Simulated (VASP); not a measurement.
Here is a VASP 6.6.1 calculation.

Contents of INCAR:

```
PREC = Accurate
ENCUT = 520
EDIFF = 1E-6
ISMEAR = -1
SIGMA = 0.05
LREAL = F
LASPH = T
NELM = 60
ALGO = Normal
ISIF = 2
LWAVE = F
LCHARG = T
GGA = PS
LELF = T
LVHAR = T
NBANDS = 8
```

File KPOINTS:

```
Automatic mesh
0
Gamma
  12 12 12
```

The input POSCAR:

```
Al
1.0
   -1.5104949299      1.5104949299      1.5104949299
    1.5104949299     -1.5104949299      1.5104949299
    1.5104949299      1.5104949299     -1.5104949299
Al
1
Direct
    0.0000000000      0.0000000000      0.0000000000
```

Potentials or basis: VASP PAW PBE potentials, release 64 (Al).

Launch:

```sh
$ cat potpaw_PBE.64/Al/POTCAR > POTCAR
$ mpirun -np 1 vasp_std > vasp.out
```

Question: Estimate the pressure.

Answer: 20.1 GPa.

Caveat: the PAW data sets were made with another functional, which shifts forces and pressure a little.
